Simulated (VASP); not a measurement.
# BaTiO3 (Amm2) in VASP: electric field gradients with PBE

Aim: the electric field gradients of BaTiO3 with PBE.

All numbers are computed with VASP 6.6.1; they aren't measurements. Logs are shortened: lines on timing, memory, paths and dates and some standing lists are left out, and cuts for length are marked.

### 1 The cell of the first run

It takes space group Amm2 (No. 38, orthorhombic). Conventional cell: a = 3.984 Å, b = 5.674 Å, c = 5.692 Å, α = 90.00°, β = 90.00°, γ = 90.00°. Within 3.7 Å of Ba (site symmetry mm2) lie 12 O at 2.80 to 2.89 Å and 8 Ti at 3.44 to 3.51 Å. Ti (site symmetry mm2) has 6 O at 1.95 to 2.07 Å within 2.6 Å. O (site symmetry mm2) has 2 Ti at 1.99 Å within 2.6 Å. O (site symmetry m) has 2 Ti at 1.95 to 2.07 Å within 2.6 Å.

### 2 Electric field gradients, PBE

INCAR

```
SYSTEM = BaTiO3
ALGO     = Normal         ! electronic algorithm
EDIFF    = 1E-8           ! SCF threshold, eV
ENCUT    = 520            ! plane-wave cutoff, eV
GGA      = PE             ! functional
ISIF     = 2              ! what is computed and relaxed
ISMEAR   = -1             ! smearing method
LASPH    = .True.         ! aspherical terms in the spheres
LCHARG   = .False.        ! write CHGCAR
LEFG     = .True.       
LREAL    = .False.        ! projectors in reciprocal space
LWAVE    = .False.        ! write WAVECAR
NBANDS   = 28             ! bands
NELM     = 80             ! most SCF steps
PREC     = Accurate       ! precision mode
SIGMA    = 0.08           ! smearing width, eV
```

KPOINTS

```
k-points
0
Gamma
  7 7 7
  0 0 0
```

POSCAR

```
BaTiO3
1.0
    3.9841000000      0.0000000000      0.0000000000
    0.0000000000      2.8370500000      2.8458000000
    0.0000000000     -2.8370500000      2.8458000000
Ba Ti O
1 1 3
Direct
    0.0000000000      0.0000000000      0.0000000000
    0.5000000000      0.5079000000      0.5079000000
    0.0000000000      0.4921000000      0.4921000000
    0.5000000000      0.5025100000      0.9937100000
    0.5000000000      0.9937100000      0.5025100000
```

Potentials or basis: VASP PAW PBE potentials, release 64 (Ba_sv, Ti_sv, O).

The run is started by

```bash
> cat potpaw_PBE.64/Ba_sv/POTCAR potpaw_PBE.64/Ti_sv/POTCAR potpaw_PBE.64/O/POTCAR > POTCAR
> mpirun -np 1 vasp_std > vasp.out
```

OUTCAR:

```text
SYSTEM = BaTiO3
   EDIFF = 1E-8
   ENCUT = 520
   GGA = PE
   ISIF = 2
   ISMEAR = -1
   LASPH = .True.
   LREAL = .False.
   NELM = 80
   PREC = Accurate

 ion  position               nearest neighbor table
   1  0.000  0.000  0.000-   3 2.80   4 2.82   5 2.82   4 2.82   5 2.82   4 2.84   5 2.84   5 2.84
                             4 2.84   3 2.84   3 2.84   3 2.89   2 3.44   2 3.44   2 3.47   2 3.47
   2  0.500  0.508  0.508-   4 1.95   5 1.95   3 1.99   3 1.99   5 2.07   4 2.07   1 3.44   1 3.44
                             1 3.47   1 3.47   1 3.47   1 3.47   1 3.51   1 3.51
   3  0.000  0.492  0.492-   2 1.99   2 1.99   1 2.80   1 2.84   1 2.84   1 2.89
   4  0.500  0.503  0.994-   2 1.95   2 2.07   1 2.82   1 2.82   1 2.84   1 2.84
   5  0.500  0.994  0.503-   2 1.95   2 2.07   1 2.82   1 2.82   1 2.84   1 2.84

  LATTYP: Found a base centered orthorhombic cell.
 ALAT       =     5.6741000000
 B/A-ratio  =     1.0030841896
 C/A-ratio  =     0.7021554079

  Lattice vectors:

 A1 = (   0.0000000000,   2.8370500000,  -2.8458000000)
 A2 = (   0.0000000000,   2.8370500000,   2.8458000000)
 A3 = (   3.9841000000,   0.0000000000,   0.0000000000)

Analysis of symmetry for initial positions (statically):
=====================================================================
 Subroutine PRICEL returns:
 Original cell was already a primitive cell.

 Routine SETGRP: Setting up the symmetry group for a
 base centered orthorhombic supercell.

 Subroutine GETGRP returns: Found  4 space group operations
 (whereof  4 operations were pure point group operations)
 out of a pool of  8 trial point group operations.

The static configuration has the point symmetry C_2v.

Analysis of symmetry for dynamics (positions and initial velocities):
=====================================================================
 Subroutine PRICEL returns:
 Original cell was already a primitive cell.

 Routine SETGRP: Setting up the symmetry group for a
 base centered orthorhombic supercell.

 Subroutine GETGRP returns: Found  4 space group operations
 (whereof  4 operations were pure point group operations)
 out of a pool of  8 trial point group operations.

The dynamic configuration has the point symmetry C_2v.

 Subroutine INISYM returns: Found  4 space group operations
 (whereof  4 operations are pure point group operations),
 and found     1 'primitive' translations

----------------------------------------------------------------------------------------

                                     Primitive cell

  volume of cell :      64.3327

  direct lattice vectors                    reciprocal lattice vectors
     3.984100000  0.000000000  0.000000000     0.250997716  0.000000000  0.000000000
     0.000000000  2.837050000  2.845800000     0.000000000  0.176239404  0.175697519
     0.000000000 -2.837050000  2.845800000     0.000000000 -0.176239404  0.175697519

  length of vectors
     3.984100000  4.018386535  4.018386535     0.250997716  0.248857280  0.248857280

  position of ions in fractional coordinates (direct lattice)
     0.000000000  0.000000000  0.000000000
     0.500000000  0.507900000  0.507900000
     0.000000000  0.492100000  0.492100000
     0.500000000  0.502510000  0.993710000
     0.500000000  0.993710000  0.502510000

  ion indices of the primitive-cell ions
   primitive index   ion index
                 1           1
                 2           2
                 3           3
                 4           4
                 5           5

----------------------------------------------------------------------------------------

 KPOINTS: k-points

Automatic generation of k-mesh.
 Grid dimensions read from file:
 generate k-points for:    7    7    7

 Generating k-lattice:

  Cartesian coordinates                     Fractional coordinates (reciprocal lattice)
     0.035856817  0.000000000  0.000000000     0.142857143  0.000000000  0.000000000
[... 52 lines left out ...]
   ICHARG =      2    charge: 1-file 2-atom 10-const
   ISPIN  =      1    spin polarized calculation?
   LNONCOLLINEAR =      F non collinear calculations
   LSORBIT =      F    spin-orbit coupling
   LASPH  =      T    aspherical Exc in radial PAW
   ENCUT  =  520.0 eV  38.22 Ry    6.18 a.u.   7.41  7.47  7.47*2*pi/ulx,y,z
   NELM   =     80;   NELMIN=  2; NELMDL= -5     # of ELM steps
   EDIFF  = 0.1E-07   stopping-criterion for ELM
   LREAL  =      F    real-space projection
   EDIFFG = 0.1E-06   stopping-criterion for IOM
   NSW    =      0    number of steps for IOM
   IBRION =     -1    ionic relax: 0-MD 1-quasi-New 2-CG
   NFREE  =      0    steps in history (QN), initial steepest desc. (CG)
   ISIF   =      2    stress and relaxation
   ISYM   =      2    0-nonsym 1-usesym 2-fastsym
   POTIM  = 0.5000    time-step for ionic-motion
   TEBEG  =    0.0;   TEEND  =   0.0 temperature during run
   PSTRESS=    0.0 pullay stress
   NELECT =      40.0000    total number of electrons
   NUPDOWN=      -1.0000    fix difference up-down
   EMIN   =  10.00;   EMAX   =-10.00  energy-range for DOS
   EFERMI =   0.00;   METHOD = LEGACY
   ISMEAR =    -1;   SIGMA  =   0.08  broadening in eV -4-tet -1-fermi 0-gaus
   EFERMI_NEDOS =   21; number of points for ismear=-14 and -15
   IALGO  =     38    algorithm
   IMIX   =      4    mixing-type and parameters
     AMIX     =   0.40;   BMIX     =  1.00
     AMIX_MAG =   1.60;   BMIX_MAG =  1.00
  volume/ion in A,a.u.               =      12.87        86.83
  Fermi-wavevector in a.u.,A,eV,Ry     =   1.397283  2.640482 26.564002  1.952399
  Thomas-Fermi vector in A             =   2.520554
   LORBIT       =      0    0 simple, 1 ext, 2 COOP (PROOUT), +10 PAW based schemes
   GGA     = PE    functional components
   LHFCALC =     F    Hartree Fock is set to
   AEXX    =    0.0000 exact exchange contribution
   IVDW    =     0    specifies the selected vdW correction
   LEPSILON=     F    determine dielectric tensor
   LRPA    =     F    only Hartree local field effects (RPA)
 non-spin polarized calculation
  energy-cutoff  :      520.00
  volume of cell :       64.33
 maximum number of plane-waves:      1757
 NGX is ok and might be reduce to    30
   NGX = 15   NGY = 15   NGZ = 15

 number of electron      39.9999994 magnetization

 Free energy of the ion-electron system (eV)
  ---------------------------------------------------
  ext. energy  EPLUGINS =         0.00000000
  ---------------------------------------------------
  free energy    TOTEN  =       -39.97441242 eV

  energy without entropy =      -39.97441045  energy(sigma->0) =      -39.97441143

 E-fermi :   4.7445     XC(G=0): -11.2403

 val. band max:        3.7416344237   @ k =   0.4286   0.4286   0.4286
 cond. band min:       5.6015172493   @ k =   0.0000   0.0000   0.0000
 fundamental gap:      1.8598828257
 Fermi energy:         4.7444691520

 k-point     1 :       0.0000    0.0000    0.0000
  band No.  band energies     occupation
      1     -52.8037      2.00000
      2     -29.0213      2.00000
      3     -29.0192      2.00000
      4     -29.0148      2.00000
      5     -21.0183      2.00000
      6     -13.0776      2.00000
[... 733 lines left out ...]
     27      12.1278      0.00000
     28      12.2750      0.00000

 [... further k-points ...]

------------------------ aborting loop because EDIFF is reached ----------------------------------------

  FORCE on cell =-STRESS in cart. coord.  units (eV):
  Direction    XX          YY          ZZ          XY          YZ          ZX
  --------------------------------------------------------------------------------------
  -------------------------------------------------------------------------------------
  Total        1.7633946      1.4853523      1.1968972      0.0000000      0.0000000      0.0000000
  in kB       43.9165795     36.9920565     29.8082062      0.0000000      0.0000000      0.0000000
  external PRESSURE =      36.9056141 kB  Pullay stress =       0.0000000 kB

 VOLUME and BASIS-vectors are now :
 -----------------------------------------------------------------------------
  energy-cutoff  :      520.00
  volume of cell :       64.33
      direct lattice vectors                 reciprocal lattice vectors
     3.984100000  0.000000000  0.000000000     0.250997716  0.000000000  0.000000000
     0.000000000  2.837050000  2.845800000     0.000000000  0.176239404  0.175697519
     0.000000000 -2.837050000  2.845800000     0.000000000 -0.176239404  0.175697519

 POSITION                                       TOTAL-FORCE (eV/Angst)
 -----------------------------------------------------------------------------------
      0.00000      0.00000      0.00000         0.000000      0.000000      0.087059
      1.99205      0.00000      2.89076         0.000000      0.000000      0.179137
      0.00000      0.00000      2.80084         0.000000      0.000000      0.097247
      1.99205     -1.39356      4.25794         0.000000     -0.002587     -0.181722
      1.99205      1.39356      4.25794         0.000000      0.002587     -0.181722
 -----------------------------------------------------------------------------------
    total drift:                                0.000000     -0.000000     -0.000118

  FREE ENERGIE OF THE ION-ELECTRON SYSTEM (eV)
  ---------------------------------------------------
  free  energy   TOTEN  =       -39.9744124174 eV

  energy  without entropy=      -39.9744104467  energy(sigma->0) =      -39.97441143

 Electric field gradients (V/A^2)
---------------------------------------------------------------------
 ion       V_xx      V_yy      V_zz      V_xy      V_xz      V_yz
---------------------------------------------------------------------
   1       0.676    -1.340     0.665     0.000     0.000    -0.000
   2      -5.868     3.097     2.771    -0.000     0.000     0.000
   3      24.235   -11.691   -12.544     0.000    -0.000    -0.000
   4     -13.136     6.069     7.067     0.000     0.000   -18.261
   5     -13.136     6.069     7.067    -0.000     0.000    18.261
---------------------------------------------------------------------

 Electric field gradients after diagonalization (V/A^2)
 (convention: |V_zz| > |V_xx| > |V_yy|)
----------------------------------------------------------------------
 ion       V_xx      V_yy      V_zz     asymmetry (V_yy - V_xx)/ V_zz
----------------------------------------------------------------------
   1       0.676     0.665    -1.340       0.008
   2       3.097     2.771    -5.868       0.056
   3     -12.544   -11.691    24.235       0.035
   4     -13.136   -11.700    24.836       0.058
   5     -13.136   -11.700    24.836       0.058
----------------------------------------------------------------------

           NMR quadrupolar parameters

 Cq : quadrupolar parameter    Cq=e*Q*V_zz/h
 eta: asymmetry parameters     (V_yy - V_xx)/ V_zz
 Q  : nuclear electric quadrupole moment in mb (millibarn)
----------------------------------------------------------------------
 ion       Cq(MHz)       eta       Q (mb)
----------------------------------------------------------------------
   1      -0.003       0.008       1.000
   2      -0.014       0.056       1.000
   3       0.059       0.035       1.000
   4       0.060       0.058       1.000
   5       0.060       0.058       1.000
----------------------------------------------------------------------
```

Wall time 2 min (1 thread of Intel Xeon Platinum 8259CL at 2.50GHz (Skylake/Cascade Lake), shared host); peak memory 0.25 GiB.

Results:

* Free energy: -39.9744 eV
* Pressure: 3.7 GPa
* Largest force: 0.182 eV/Å
* Band gap on the k mesh: 1.86 eV (least direct gap 1.97 eV)
* Largest electric field gradient by atom: Ba -1.3; Ti -5.9; O +24.2, +24.8 (each value once) V/Å²

Forces on the atoms (eV/Å):
```
Ba   0.000  0.000  0.087
Ti   0.000  0.000  0.179
O    0.000  0.000  0.097
O    0.000 -0.003 -0.182
O    0.000  0.003 -0.182
```

Levels at points of the mesh, in eV from the valence-band top:
| k point | band 16 | band 17 | band 18 | band 19 | band 20 | band 21 | band 22 | band 23 | band 24 | band 25 |
| --- | --- | --- | --- | --- | --- | --- | --- | --- | --- | --- |
| (0.00, 0.00, 0.00) | -1.04 | -1.02 | -0.18 | -0.14 | -0.11 | 1.86 | 1.89 | 1.96 | 3.99 | 4.05 |

Electric field gradients, principal values (V/Å²):
| atom | least | middle | greatest (by size) |
| --- | --- | --- | --- |
| 1 Ba | 0.665 | 0.676 | -1.340 |
| 2 Ti | 2.771 | 3.097 | -5.868 |
| 3 O | -11.691 | -12.544 | 24.235 |
| 4 O | -11.700 | -13.136 | 24.836 |
| 5 O | -11.700 | -13.136 | 24.836 |

Caveat: the cell stands under pressure; without QUAD_EFG the Cq values of the log hold for a quadrupole moment of 1 mb, not for the nuclei; spin-orbit coupling is left out, which moves the levels of the heavy elements. A k mesh can miss the band edges.
